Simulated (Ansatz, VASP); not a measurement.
# Ti in VASP and in Ansatz

```xyz
1
Lattice="0.0000 1.9691 2.0300 1.9691 0.0000 2.0300 1.9691 1.9691 0.0000" Properties=species:S:1:pos:R:3 pbc="T T T"
Ti    0.0000    0.0000    0.0000
```

Change from the starting cell: equal xx and yy strain of -3 %, crystal datasets.

Alike in both runs: task electric field gradients; functional LDA; k mesh 15 × 15 × 15; occupations fermi-dirac, width 0.05 eV; no spin polarisation.

```csv
,VASP,Ansatz
version,VASP 6.6.1,Ansatz 0.2.0
potentials or method,"VASP PAW LDA potentials, release 64 (Ti_sv), cutoff 520 eV","all-electron PAW with datasets made for the crystal, scalar-relativistic"
```

|  | VASP | Ansatz | Ansatz less VASP |
| --- | --- | --- | --- |
| pressure (GPa) | 2.1 | 2.3 | +0.22 |
| traceless stress, the component that is largest in VASP (GPa) | -0.56 | -0.56 | +0.008 |
| size of Vzz on the site where it differs most (V/Å²) | 3.7 | 3.7 | +0.07 |

LDA's correlation is that of Perdew and Zunger in VASP and of Perdew and Wang (1992) in Ansatz. Ansatz ran all-electron here, and VASP with PAW potentials.
